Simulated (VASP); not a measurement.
# TiAl3 (P4/mmm) in VASP: a series of runs, part 3 of 3

VASP 6.6.1. The steps go on from the part before.

### Step 6. Single point, PBEsol (strain +0.000 along x and y, -0.030 along z)

File INCAR:

```
SYSTEM = TiAl3
  PREC = Accurate
  ENCUT = 520
  EDIFF = 1E-6
  ISMEAR = 0
  SIGMA = 0.15
  LREAL = .False.
  LASPH = .True.
  NELM = 60
  ALGO = Fast
  ISIF = 2
  LWAVE = .False.
  LCHARG = .False.
  GGA = PS
  NBANDS = 18
```

File KPOINTS:

```
regular mesh
0
Gamma
  12 12 12
  0 0 0
```

File POSCAR:

```
TiAl3
1.0
    3.9483448101      0.0000000000      0.0000000000
    0.0000000000      3.9483448101      0.0000000000
    0.0000000000      0.0000000000      3.8298944658
Ti Al
1 3
Direct
    0.0000000000      0.0000000000      0.0000000000
    0.5000000000      0.5000000000      0.0000000000
    0.5000000000      0.0000000000      0.5000000000
    0.0000000000      0.5000000000      0.5000000000
```

Potentials or basis: VASP PAW PBE potentials, release 64 (Ti_sv, Al).

The run is started by

```sh
$ cat potpaw_PBE.64/Ti_sv/POTCAR potpaw_PBE.64/Al/POTCAR > POTCAR
$ mpirun -np 1 vasp_std > vasp.out
```

OUTCAR:

```text
SYSTEM = TiAl3
   PREC = Accurate
   ENCUT = 520
   EDIFF = 1E-6
   ISMEAR = 0
   LREAL = .False.
   LASPH = .True.
   NELM = 60
   ISIF = 2
   GGA = PS

 ion  position               nearest neighbor table
   1  0.000  0.000  0.000-   3 2.75   4 2.75   3 2.75   4 2.75   4 2.75   4 2.75   3 2.75   3 2.75
                             2 2.79   2 2.79   2 2.79   2 2.79
   2  0.500  0.500  0.000-   3 2.75   4 2.75   3 2.75   4 2.75   3 2.75   3 2.75   4 2.75   4 2.75
                             1 2.79   1 2.79   1 2.79   1 2.79
   3  0.500  0.000  0.500-   1 2.75   2 2.75   1 2.75   2 2.75   2 2.75   2 2.75   1 2.75   1 2.75
                             4 2.79   4 2.79   4 2.79   4 2.79
   4  0.000  0.500  0.500-   1 2.75   2 2.75   1 2.75   2 2.75   1 2.75   1 2.75   2 2.75   2 2.75
                             3 2.79   3 2.79   3 2.79   3 2.79

  LATTYP: Found a simple tetragonal cell.
 ALAT       =     3.9483448101
 C/A-ratio  =     0.9700000000

  Lattice vectors:

 A1 = (   3.9483448101,   0.0000000000,   0.0000000000)
 A2 = (   0.0000000000,   3.9483448101,   0.0000000000)
 A3 = (   0.0000000000,   0.0000000000,   3.8298944658)

Analysis of symmetry for initial positions (statically):
=====================================================================
 Subroutine PRICEL returns:
 Original cell was already a primitive cell.

 Routine SETGRP: Setting up the symmetry group for a
 simple tetragonal supercell.

 Subroutine GETGRP returns: Found 16 space group operations
 (whereof 16 operations were pure point group operations)
 out of a pool of 16 trial point group operations.

The static configuration has the point symmetry D_4h.

Analysis of symmetry for dynamics (positions and initial velocities):
=====================================================================
 Subroutine PRICEL returns:
 Original cell was already a primitive cell.

 Routine SETGRP: Setting up the symmetry group for a
 simple tetragonal supercell.

 Subroutine GETGRP returns: Found 16 space group operations
 (whereof 16 operations were pure point group operations)
 out of a pool of 16 trial point group operations.

[... 129 lines left out ...]
   GGA     = PS    functional components
   LHFCALC =     F    Hartree Fock is set to
   AEXX    =    0.0000 exact exchange contribution
   IVDW    =     0    specifies the selected vdW correction
   LEPSILON=     F    determine dielectric tensor
   LRPA    =     F    only Hartree local field effects (RPA)
 non-spin polarized calculation
 RMM-DIIS sequential band-by-band and
 Gauss-broadening in eV      SIGMA  =   0.15
  energy-cutoff  :      520.00
  volume of cell :       59.71
 maximum number of plane-waves:      1634
 NGX is ok and might be reduce to    30
   NGX = 15   NGY = 15   NGZ = 15

 number of electron      20.9999998 magnetization

 Free energy of the ion-electron system (eV)
  ---------------------------------------------------
  ext. energy  EPLUGINS =         0.00000000
  ---------------------------------------------------
  free energy    TOTEN  =       -22.09442448 eV

  energy without entropy =      -22.06786371  energy(sigma->0) =      -22.08114409

 E-fermi :   9.4427     XC(G=0): -11.0620

 val. band max:        9.4378884248   @ k =   0.1667   0.0000   0.2500
 cond. band min:       9.4633207350   @ k =   0.3333   0.0833   0.1667
 fundamental gap:      0.0254323102
 Fermi energy:         9.4427303208

 k-point     1 :       0.0000    0.0000    0.0000
  band No.  band energies     occupation
      1     -47.1946      2.00000
      2     -23.6190      2.00000
      3     -23.6190      2.00000
      4     -23.5971      2.00000
      5      -1.5952      2.00000
      6       6.1117      2.00000
[... 481 lines left out ...]
      5       0.9317      2.00000
      6       2.7294      2.00000
[... 10 lines left out ...]
     17      14.0286      0.00000
     18      15.7082      0.00000

 [... further k-points ...]

------------------------ aborting loop because EDIFF is reached ----------------------------------------

  FORCE on cell =-STRESS in cart. coord.  units (eV):
  Direction    XX          YY          ZZ          XY          YZ          ZX
  --------------------------------------------------------------------------------------
  -------------------------------------------------------------------------------------
  Total        0.9145098      0.9145098      2.4318714      0.0000000      0.0000000     -0.0000000
  in kB       24.5404188     24.5404188     65.2580715      0.0000000      0.0000000     -0.0000000
  external PRESSURE =      38.1129697 kB  Pullay stress =       0.0000000 kB

 VOLUME and BASIS-vectors are now :
 -----------------------------------------------------------------------------
  energy-cutoff  :      520.00
  volume of cell :       59.71
      direct lattice vectors                 reciprocal lattice vectors
     3.948344810  0.000000000  0.000000000     0.253270686  0.000000000  0.000000000
     0.000000000  3.948344810  0.000000000     0.000000000  0.253270686  0.000000000
     0.000000000  0.000000000  3.829894466     0.000000000  0.000000000  0.261103800

 POSITION                                       TOTAL-FORCE (eV/Angst)
 -----------------------------------------------------------------------------------
      0.00000      0.00000      0.00000         0.000000      0.000000      0.000000
      1.97417      1.97417      0.00000         0.000000      0.000000      0.000000
      1.97417      0.00000      1.91495         0.000000      0.000000      0.000000
      0.00000      1.97417      1.91495         0.000000      0.000000      0.000000
 -----------------------------------------------------------------------------------
    total drift:                               -0.000000     -0.000000      0.000000

  FREE ENERGIE OF THE ION-ELECTRON SYSTEM (eV)
  ---------------------------------------------------
  free  energy   TOTEN  =       -22.0944244751 eV

  energy  without entropy=      -22.0678637119  energy(sigma->0) =      -22.08114409
```

OSZICAR:

```text
N       E                     dE             d eps       ncg     rms          rms(c)
DAV:   1     0.123132952912E+03    0.12313E+03   -0.92267E+03  7056   0.109E+03
DAV:   2    -0.152468348931E+02   -0.13838E+03   -0.13459E+03  7120   0.287E+02
DAV:   3    -0.238764598269E+02   -0.86296E+01   -0.84601E+01 11028   0.666E+01
[... 17 lines left out ...]
RMM:  21    -0.220944191281E+02   -0.36475E-05   -0.41216E-05  8843   0.213E-02    0.140E-02
RMM:  22    -0.220944212825E+02   -0.21544E-05   -0.24386E-05  8701   0.193E-02    0.748E-03
RMM:  23    -0.220944228357E+02   -0.15533E-05   -0.17117E-05  7319   0.138E-02    0.721E-03
RMM:  24    -0.220944237838E+02   -0.94805E-06   -0.10721E-05  6914   0.116E-02    0.699E-03
RMM:  25    -0.220944244751E+02   -0.69129E-06   -0.79376E-06  7310   0.106E-02
   1 F= -.22094424E+02 E0= -.22081144E+02  d E =-.265608E-01
```

stdout:

```text
POSCAR found type information on POSCAR TiAl
 POSCAR found :  2 types and       4 ions
 scaLAPACK will be used
 -----------------------------------------------------------------------------
|                                                                             |
|                                                                             |
|     You enforced a specific xc type in the INCAR file but a different       |
|     I HOPE YOU KNOW WHAT YOU ARE DOING!                                     |
|                                                                             |
 -----------------------------------------------------------------------------

 LDA part: xc-table for (Slater+PW92), standard interpolation
 POSCAR, INCAR and KPOINTS ok, starting setup
 FFT: planning ... GRIDC
 FFT: planning ... GRID_SOFT
 FFT: planning ... GRID
 WAVECAR not read
 entering main loop
WARNING in EDDRMM: call to ZHEGV failed, returncode =   6  3     13
WARNING in EDDRMM: call to ZHEGV failed, returncode =   8  4     14
WARNING in EDDRMM: call to ZHEGV failed, returncode =   6  3     17
WARNING in EDDRMM: call to ZHEGV failed, returncode =   6  3     13
WARNING in EDDRMM: call to ZHEGV failed, returncode =   6  3     16
WARNING in EDDRMM: call to ZHEGV failed, returncode =   6  3      5
WARNING in EDDRMM: call to ZHEGV failed, returncode =   8  4     15
```

Run time: 2.8 min. Hardware: 1 thread of AMD EPYC 9R45 (Zen 5), shared host; peak memory 0.28 GiB.

What came out:

- Free energy: -22.0944 eV
- Pressure: 3.8 GPa
- Band gap on the k mesh: zero (an odd number of electrons rules out a gap without spin polarisation)

Caveat: the cell differs from its parent crystal (strain +0.000 along x and y, -0.030 along z); the cell stands under pressure; the PAW data sets were made with another functional, which shifts forces and pressure a little.

### Step 7. Summary

```tsv
cell	further INCAR settings	gap on the mesh (eV)	pressure (GPa)
a = 3.830, b = 3.830, c = 3.948 Å, 4 atoms	ALGO = Fast; EDIFF = 1e-06; NBANDS = 18	none	7.9
a = 3.889, b = 3.889, c = 3.830 Å, 4 atoms	ALGO = Fast; EDIFF = 1e-06; NBANDS = 18	none	7.9
a = 3.830, b = 3.830, c = 4.008 Å, 4 atoms	ALGO = Fast; EDIFF = 1e-07; NBANDS = 18	none	5.9
a = 3.830, b = 3.830, c = 4.067 Å, 4 atoms	ALGO = Fast; EDIFF = 1e-06; NBANDS = 18	none	4.2
a = 3.948, b = 3.948, c = 3.830 Å, 4 atoms	ALGO = Fast; EDIFF = 1e-06; NBANDS = 18	none	3.8
```

Alike in all rows: task single point; level PBEsol; potentials or basis VASP PAW PBE potentials, release 64 (Ti_sv, Al); no spin polarisation; k mesh 12 × 12 × 12; cutoff (eV) 520; smearing gaussian 0.15 eV.

Caveats: the PAW data sets were made with another functional, which shifts forces and pressure a little; the cell stands under pressure (at least some runs); the stress differs along the axes, from 2 to 8 GPa (at least some runs); the stress differs along the axes, from -1 to 7 GPa (at least some runs).

Total energies depend on the potentials used, so only differences within one code and one set of settings carry meaning.

The gap in the log of VASP goes by the Fermi energy; the results here count the filled bands.